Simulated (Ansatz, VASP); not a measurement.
## Cu in VASP and in Ansatz

```
CELL_PARAMETERS angstrom
-1.52554 1.52554 1.22036
1.52554 -1.52554 1.22036
1.52554 1.52554 -1.22036
ATOMIC_POSITIONS crystal
Cu 0.00000 0.00000 0.00000
```

Alike in both runs: task single point; functional PBEsol; k mesh 34 × 34 × 34; occupations gaussian, width 0.15 eV; no spin polarisation.

|  | VASP | Ansatz |
| --- | --- | --- |
| version | VASP 6.6.1 | Ansatz 0.2.0 |
| potentials or method | VASP PAW PBE potentials, release 64 (Cu), cutoff 520 eV | scalar-relativistic, plane waves, PAW |
| valence electrons in the cell | 11 | 19 |

VASP gave:

```
gap on the k mesh at the Fermi level (eV)                     : none
pressure (GPa)                                                : 3.1
traceless stress, the component that is largest in VASP (GPa) : 8.37
```

Question: Estimate Ansatz's values.

Answer: gap on the k mesh at the Fermi level (eV): none; pressure (GPa): 2.4; traceless stress, the component that is largest in VASP (GPa): 8.33.

VASP's potentials were made for PBE, not for PBEsol. A gap of «none» marks a metal or a gap that the smearing closes. With one functional, cell and mesh, what is left measures potentials, basis and numerics. VASP's potentials hold 11 valence electrons a cell and Ansatz's 19, so a difference there can come from the potentials and not from the codes.
